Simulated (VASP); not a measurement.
Write the native input for VASP 6.6.1 that does the following.

```yaml
Task: single point
Functional: r2SCAN
Potentials_or_basis: VASP PAW PBE potentials, release 64 (K_sv, F)
Cutoff: 520 eV
k_mesh: 6 × 6 × 6
Occupations: gaussian, width 0.01 eV
Spin: no spin polarisation
Dipole_correction: no
Further_INCAR_settings: ALGO = Normal; EDIFF = 1e-06; NBANDS = 15
```

KF:

```
CELL_PARAMETERS angstrom
3.24122 0.00000 0.00000
0.00000 3.24122 0.00000
0.00000 0.00000 3.24122
ATOMIC_POSITIONS crystal
K 0.00000 0.00000 0.00000
F 0.50000 0.50000 0.50000
```

This cell differs from its parent crystal: volume changed by +6%.

One way to write it, as run:

POSCAR

```
KF
1.0
    3.2412172925      0.0000000000      0.0000000000
    0.0000000000      3.2412172925      0.0000000000
    0.0000000000      0.0000000000      3.2412172925
K F
1 1
Direct
    0.0000000000      0.0000000000      0.0000000000
    0.5000000000      0.5000000000      0.5000000000
```

INCAR.step1

```
SYSTEM = KF
PREC = Accurate
ENCUT = 520
ISMEAR = 0
SIGMA = 0.01
LREAL = .FALSE.
LASPH = .TRUE.
NELM = 80
NBANDS = 15
GGA = PE
ALGO = Normal
EDIFF = 1E-4
LWAVE = .TRUE.
LCHARG = .FALSE.
```

INCAR.step2

```
SYSTEM = KF
PREC = Accurate
ENCUT = 520
EDIFF = 1E-6
ISMEAR = 0
SIGMA = 0.01
LREAL = .FALSE.
LASPH = .TRUE.
NELM = 80
ALGO = Normal
ISIF = 2
LWAVE = .FALSE.
LCHARG = .FALSE.
METAGGA = R2SCAN
LMIXTAU = .TRUE.
NBANDS = 15
ISTART = 1
```

KPOINTS

```
Automatic mesh
0
G
  6 6 6
  0 0 0
```

Potentials or basis: VASP PAW PBE potentials, release 64 (K_sv, F).

Launch:

```console
$ cat potpaw_PBE.64/K_sv/POTCAR potpaw_PBE.64/F/POTCAR > POTCAR
$ cp INCAR.step1 INCAR
$ mpirun -np 1 vasp_std > vasp.out
$ cp INCAR.step2 INCAR
$ mpirun -np 1 vasp_std > vasp.out
```

It gave:

* Pressure: -2.2 GPa
* Band gap on the k mesh: 7.27 eV, indirect (least direct gap 7.32 eV)

Caveat: the PAW data sets were made with another functional, which shifts forces and pressure a little.

Wall time 28 s on 1 thread of Intel Xeon 6975P-C, with other jobs on the host, peak memory 0.14 GiB.
